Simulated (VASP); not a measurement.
Runs of VASP 6.6.1 on MgO. The structure is that of space group P6_3/mmc (No. 194), or close to it. The cells are those of the table. 

| cell | gap on the mesh (eV) | pressure (GPa) |
| --- | --- | --- |
| a = 2.822, b = 2.822, c = 4.916 Å, angles 90.0, 90.0, 120.0°, 4 atoms | 5.52 | (a) |
| a = 2.874, b = 2.874, c = 5.006 Å, angles 90.0, 90.0, 120.0°, 4 atoms | 4.96 | 14.5 |
| a = 3.017, b = 3.017, c = 5.256 Å, angles 90.0, 90.0, 120.0°, 4 atoms | (c) | (b) |
| a = 2.971, b = 2.971, c = 5.176 Å, angles 90.0, 90.0, 120.0°, 4 atoms | 4.00 | -2.4 |
| a = 2.923, b = 2.923, c = 5.092 Å, angles 90.0, 90.0, 120.0°, 4 atoms | 4.45 | 5.0 |

Alike in all rows: task single point; level PBE; potentials or basis VASP PAW PBE potentials, release 64 (Mg, O); no spin polarisation; k mesh 6 × 6 × 2; cutoff (eV) 520; smearing gaussian 0.01 eV.

**Question.** Estimate the missing entries.

**Answer.** (a) 26.8; (b) -8.2; (c) 3.60.

Caveats: all runs use coarse meshes.

